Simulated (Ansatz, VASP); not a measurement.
# Ge: VASP beside Ansatz

```
Ge
1.0
     3.99565    0.00000    0.00000
    -1.99782    3.46033    0.00000
     0.00000    0.00000    6.60271
Ge
4
Direct
  0.66667 0.33333 0.01755
  0.33333 0.66667 0.56298
  0.66667 0.33333 0.43702
  0.33333 0.66667 0.93702
```

Alike in both runs: task single point; functional r2SCAN; k mesh 12 × 12 × 6; occupations gaussian, width 0.03 eV; no spin polarisation.

|  | VASP | Ansatz |
| --- | --- | --- |
| version | VASP 6.6.1 | Ansatz 0.2.0 |
| potentials or method | VASP PAW PBE potentials, release 64 (Ge_d), cutoff 520 eV | scalar-relativistic, plane waves, PAW |
| valence electrons in the cell | 56 | 56 |

|  | VASP | Ansatz | Ansatz less VASP |
| --- | --- | --- | --- |
| gap on the k mesh at the Fermi level (eV) | none | none | - |
| pressure (GPa) | 1.4 | 1.3 | -0.06 |
| traceless stress, the component that is largest in VASP (GPa) | -3.32 | -3.26 | +0.056 |
| rms of the force components (eV/Å) | 0.873 | 0.872 | -0.0009 |

VASP's potentials were made for PBE, not for r2SCAN. Atom by atom the forces differ by 0.005 eV/Å (rms over components). A gap of «none» marks a metal or a gap that the smearing closes.
